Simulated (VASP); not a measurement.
# Te: single point with PBE

The system is Te.

```
CELL_PARAMETERS angstrom
-1.84442 1.84442 1.84442
1.84442 -1.84442 1.84442
1.84442 1.84442 -1.84442
ATOMIC_POSITIONS crystal
Te 0.00000 0.00000 0.00000
```

This cell differs from its parent crystal: volume scaled by 0.88.

| Item | Value |
| --- | --- |
| Program | VASP 6.6.1 |
| Task | single point |
| Functional | PBE |
| Potentials or basis | VASP PAW PBE potentials, release 64 (Te) |
| Cutoff | 520 eV |
| k mesh | 13 × 13 × 13 |
| Occupations | fermi-dirac, width 0.1 eV |
| Spin | no spin polarisation |
| Dipole correction | no |
| Further INCAR settings | ALGO = Normal; EDIFF = 1e-07; NBANDS = 9 |

```json
{
  "Pressure": "9.5 GPa",
  "Band gap on the k mesh": "zero (band 3 reaches 13.40 eV, above the bottom of band 4 at 6.14 eV)"
}
```

Levels at points of the mesh, in eV from the Fermi level:
| k point | band 1 | band 2 | band 3 | band 4 | band 5 | band 6 | band 7 |
| --- | --- | --- | --- | --- | --- | --- | --- |
| (0.00, 0.00, 0.00) | -14.95 | 3.70 | 3.70 | 3.70 | 10.16 | 10.16 | 10.16 |

Run time: 24 s on 1 thread of Intel Xeon 6975P-C (shared host), peak memory 0.15 GiB.

Caveat: spin-orbit coupling is left out, which moves the levels of the heavy elements.
